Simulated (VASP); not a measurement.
# Br (Im-3m) in VASP: single point with LDA

Aim: the single point of Br with LDA.

All numbers are computed with VASP 6.6.1; they aren't measurements. Logs are shortened: lines on timing, memory, paths and dates and some standing lists are left out, and cuts for length are marked.

## 1. The cell of the first run

Symmetry: Im-3m, No. 229, cubic system. Conventional cell: a = 3.614 Å, b = 3.614 Å, c = 3.614 Å, α = 90.00°, β = 90.00°, γ = 90.00°. Within 4.1 Å of Br (site symmetry m-3m) lie 14 Br at 3.13 to 3.61 Å.

## 2. Single point, LDA

The input, INCAR:

```
SYSTEM = Br
ALGO = Normal
EDIFF = 1E-6
ENCUT = 520
ISIF = 2
ISMEAR = -1
LASPH = .True.
LCHARG = .True.
LELF = .True.
LREAL = .False.
LVHAR = .True.
LWAVE = .False.
NBANDS = 10
NELM = 100
PREC = Accurate
SIGMA = 0.13605693000000002
```

The input, KPOINTS:

```
k-points
0
Gamma
  13 13 13
  0 0 0
```

The input, POSCAR:

```
Br
1.0
   -1.8072240549      1.8072240549      1.8072240549
    1.8072240549     -1.8072240549      1.8072240549
    1.8072240549      1.8072240549     -1.8072240549
Br
1
Direct
    0.0000000000      0.0000000000      0.0000000000
```

Potentials or basis: VASP PAW LDA potentials, release 64 (Br).

Command:

```bash
$ cat potpaw_LDA.64/Br/POTCAR > POTCAR
$ mpirun -np 1 vasp_std > vasp.out
```

OUTCAR:

```text
SYSTEM = Br
   EDIFF = 1E-6
   ENCUT = 520
   ISIF = 2
   ISMEAR = -1
   LASPH = .True.
   LREAL = .False.
   NELM = 100
   PREC = Accurate

 ion  position               nearest neighbor table
   1  0.000  0.000  0.000-

  LATTYP: Found a body centered cubic cell.
 ALAT       =     3.6144481098

  Lattice vectors:

 A1 = (  -1.8072240549,   1.8072240549,   1.8072240549)
 A2 = (   1.8072240549,  -1.8072240549,   1.8072240549)
 A3 = (   1.8072240549,   1.8072240549,  -1.8072240549)

Analysis of symmetry for initial positions (statically):
=====================================================================
 Subroutine PRICEL returns:
 Original cell was already a primitive cell.

 Routine SETGRP: Setting up the symmetry group for a
 body centered cubic supercell.

 Subroutine GETGRP returns: Found 48 space group operations
 (whereof 48 operations were pure point group operations)
 out of a pool of 48 trial point group operations.

The static configuration has the point symmetry O_h .

Analysis of symmetry for dynamics (positions and initial velocities):
=====================================================================
 Subroutine PRICEL returns:
 Original cell was already a primitive cell.

 Routine SETGRP: Setting up the symmetry group for a
 body centered cubic supercell.

 Subroutine GETGRP returns: Found 48 space group operations
 (whereof 48 operations were pure point group operations)
 out of a pool of 48 trial point group operations.

The dynamic configuration has the point symmetry O_h .

 Subroutine INISYM returns: Found 48 space group operations
 (whereof 48 operations are pure point group operations),
 and found     1 'primitive' translations

----------------------------------------------------------------------------------------

                                     Primitive cell

  volume of cell :      23.6100

  direct lattice vectors                    reciprocal lattice vectors
    -1.807224055  1.807224055  1.807224055     0.000000000  0.276667411  0.276667411
     1.807224055 -1.807224055  1.807224055     0.276667411  0.000000000  0.276667411
     1.807224055  1.807224055 -1.807224055     0.276667411  0.276667411  0.000000000

  length of vectors
     3.130203884  3.130203884  3.130203884     0.391266805  0.391266805  0.391266805

  position of ions in fractional coordinates (direct lattice)
     0.000000000  0.000000000  0.000000000

  ion indices of the primitive-cell ions
   primitive index   ion index
[... 72 lines left out ...]
   NELM   =    100;   NELMIN=  2; NELMDL= -5     # of ELM steps
   EDIFF  = 0.1E-05   stopping-criterion for ELM
   LREAL  =      F    real-space projection
   EDIFFG = 0.1E-04   stopping-criterion for IOM
   NSW    =      0    number of steps for IOM
   IBRION =     -1    ionic relax: 0-MD 1-quasi-New 2-CG
   NFREE  =      0    steps in history (QN), initial steepest desc. (CG)
   ISIF   =      2    stress and relaxation
   ISYM   =      2    0-nonsym 1-usesym 2-fastsym
   POTIM  = 0.5000    time-step for ionic-motion
   TEBEG  =    0.0;   TEEND  =   0.0 temperature during run
   PSTRESS=    0.0 pullay stress
   NELECT =       7.0000    total number of electrons
   NUPDOWN=      -1.0000    fix difference up-down
   EMIN   =  10.00;   EMAX   =-10.00  energy-range for DOS
   EFERMI =   0.00;   METHOD = LEGACY
   ISMEAR =    -1;   SIGMA  =   0.14  broadening in eV -4-tet -1-fermi 0-gaus
   EFERMI_NEDOS =   21; number of points for ismear=-14 and -15
   IALGO  =     38    algorithm
   IMIX   =      4    mixing-type and parameters
     AMIX     =   0.40;   BMIX     =  1.00
     AMIX_MAG =   1.60;   BMIX_MAG =  1.00
  volume/ion in A,a.u.               =      23.61       159.33
  Fermi-wavevector in a.u.,A,eV,Ry     =   1.091630  2.062882 16.213469  1.191656
  Thomas-Fermi vector in A             =   2.227879
   LORBIT       =      0    0 simple, 1 ext, 2 COOP (PROOUT), +10 PAW based schemes
   GGA     = CA    functional components
   LHFCALC =     F    Hartree Fock is set to
   AEXX    =    0.0000 exact exchange contribution
   IVDW    =     0    specifies the selected vdW correction
   LEPSILON=     F    determine dielectric tensor
   LRPA    =     F    only Hartree local field effects (RPA)
 non-spin polarized calculation
  energy-cutoff  :      520.00
  volume of cell :       23.61
 maximum number of plane-waves:       652
   NGX = 11   NGY = 11   NGZ = 11

 number of electron       6.9999998 magnetization

 Free energy of the ion-electron system (eV)
  ---------------------------------------------------
  ext. energy  EPLUGINS =         0.00000000
  ---------------------------------------------------
  free energy    TOTEN  =        -1.69122825 eV

  energy without entropy =       -1.60314356  energy(sigma->0) =       -1.64718590

 E-fermi :   2.9453     XC(G=0): -10.1534

 val. band max:        2.9448213786   @ k =   0.2308   0.0000   0.0000
 cond. band min:       2.9536305885   @ k =  -0.3846  -0.4615   0.0769
 fundamental gap:      0.0088092099
 Fermi energy:         2.9452690274

 k-point     1 :       0.0000    0.0000    0.0000
  band No.  band energies     occupation
      1     -13.2221      2.00000
      2       3.8810      0.00206
      3       3.8810      0.00206
      4       3.8810      0.00206
      5      11.1982      0.00000
      6      15.6198      0.00000
      7      15.6198      0.00000
      8      15.6198      0.00000
      9      18.4054      0.00000
     10      18.4054      0.00000
[... 287 lines left out ...]
 k-point    24 :       0.2308    0.0769    0.0769
  band No.  band energies     occupation
      1     -11.9586      2.00000
      2      -0.7738      2.00000
      3       2.1847      1.99256
      4       3.1226      0.42729
      5      12.1524      0.00000
      6      13.1620      0.00000
      7      16.1963      0.00000
      8      18.8800      0.00000
      9      19.0149      0.00000
     10      22.6112      0.00000

 [... further k-points ...]
[... 5 lines left out ...]
  --------------------------------------------------------------------------------------
  -------------------------------------------------------------------------------------
  Total       -0.0451428     -0.0451428     -0.0451428      0.0000000     -0.0000000     -0.0000000
  in kB       -3.0633937     -3.0633937     -3.0633937      0.0000000     -0.0000000     -0.0000000
  external PRESSURE =      -3.0633937 kB  Pullay stress =       0.0000000 kB

 VOLUME and BASIS-vectors are now :
 -----------------------------------------------------------------------------
  energy-cutoff  :      520.00
  volume of cell :       23.61
      direct lattice vectors                 reciprocal lattice vectors
    -1.807224055  1.807224055  1.807224055     0.000000000  0.276667411  0.276667411
     1.807224055 -1.807224055  1.807224055     0.276667411  0.000000000  0.276667411
     1.807224055  1.807224055 -1.807224055     0.276667411  0.276667411  0.000000000

 POSITION                                       TOTAL-FORCE (eV/Angst)
 -----------------------------------------------------------------------------------
      0.00000      0.00000      0.00000        -0.000000     -0.000000      0.000000
 -----------------------------------------------------------------------------------
    total drift:                                0.000000      0.000000      0.000000

  FREE ENERGIE OF THE ION-ELECTRON SYSTEM (eV)
  ---------------------------------------------------
  free  energy   TOTEN  =        -1.6912282519 eV

  energy  without entropy=       -1.6031435551  energy(sigma->0) =       -1.64718590
```

Wall time 8.6 s (1 thread of Intel Xeon 8259CL, shared host); peak memory 0.13 GiB.

Results:

```yaml
Free_energy: -1.6912 eV
Pressure: -0.3 GPa
Band_gap_on_the_k_mesh: zero (an odd number of electrons rules out a gap without spin polarisation)
```

Caveat: an odd number of electrons without spin polarisation forces a metal; a magnetic or distorted state may lie lower.
